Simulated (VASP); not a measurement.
Set up this calculation in VASP 6.6.1, as the native input.

```yaml
Task: single point
Functional: PBE
Potentials_or_basis: VASP PAW PBE potentials, release 64 (Be, Te)
Cutoff: 520 eV
k_mesh: 10 × 10 × 10
Occupations: gaussian, width 0.1 eV
Spin: no spin polarisation
Dipole_correction: no
Further_INCAR_settings: ALGO = Normal; EDIFF = 1e-06; NBANDS = 18
```

The structure of BeTe3 lies in POSCAR:

```
BeTe3
1.0
    4.6597544959      0.0000000000      0.0000000000
    0.0000000000      4.6597544959      0.0000000000
    0.0000000000      0.0000000000      4.6597544959
Be Te
1 3
Direct
    0.0000000000      0.0000000000      0.0000000000
    0.5000000000      0.0000000000      0.5000000000
    0.0000000000      0.5000000000      0.5000000000
    0.5000000000      0.5000000000      0.0000000000
```

These files were run (other wordings do the same):

INCAR

```
SYSTEM = BeTe3
  ALGO = Normal
  EDIFF = 1E-6
  ENCUT = 520
  GGA = PE
  ISIF = 2
  ISMEAR = 0
  LASPH = .True.
  LCHARG = .False.
  LREAL = .False.
  LWAVE = .False.
  NBANDS = 18
  NELM = 100
  PREC = Accurate
  SIGMA = 0.1
```

KPOINTS

```
k-points
0
Gamma
  10 10 10
  0 0 0
```

Potentials or basis: VASP PAW PBE potentials, release 64 (Be, Te).

Command:

```console
$ cat potpaw_PBE.64/Be/POTCAR potpaw_PBE.64/Te/POTCAR > POTCAR
$ mpirun -np 1 vasp_std > vasp.out
```

It gave:

* Pressure: -0.1 GPa
* Band gap on the k mesh: zero (band 10 reaches 9.34 eV, above the bottom of band 11 at 7.00 eV)

Caveat: spin-orbit coupling is left out, which moves the levels of the heavy elements.

It took 33 s on 1 thread of Intel(R) Xeon(R) Platinum 8488C (Sapphire Rapids), with other jobs on the host, peak memory 0.25 GiB.
